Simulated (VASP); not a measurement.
The system is MnS.

```
Mn S
1.0
     3.95358    0.00000    0.00000
    -1.97679    3.42390    0.00000
     0.00000    0.00000    6.34253
Mn S
2 2
Cartesian
  1.9768 1.1413 3.1639
  0.0000 2.2826 6.3352
  0.0000 2.2826 3.9714
  1.9768 1.1413 0.8001
```

Program: VASP 6.6.1. Alike in all runs: task single point; potentials or basis VASP PAW PBE potentials, release 64 (Mn_pv, S); cell as given; cutoff (eV) 520; smearing fermi-dirac 0.05 eV.

Q: Order these runs on this cell by their band gap on the k mesh, lowest first.
A. level PBE-based screened hybrid; spin collinear, ferromagnetic start; k mesh 4 × 4 × 2; grid for exact exchange (PRECFOCK) Normal; share of exact exchange 0.25; screening parameter 0.6 1/Å
B. level PBEsol; spin off; k mesh 8 × 8 × 4
C. level PBE-based screened hybrid; spin collinear, ferromagnetic start; k mesh 4 × 4 × 2; grid for exact exchange (PRECFOCK) Normal; share of exact exchange 0.25; screening parameter 0.3 1/Å
D. level PBEsol; spin collinear, ferrimagnetic start; k mesh 8 × 8 × 4

A: B (metal), D (0.77 eV), A (1.24 eV), C (1.77 eV).

Caveats: some runs use coarse meshes; semilocal functionals often make such compounds metallic where correlation or magnetic order opens a gap, which also shifts bond lengths (some runs).

A k mesh can miss the band edges.
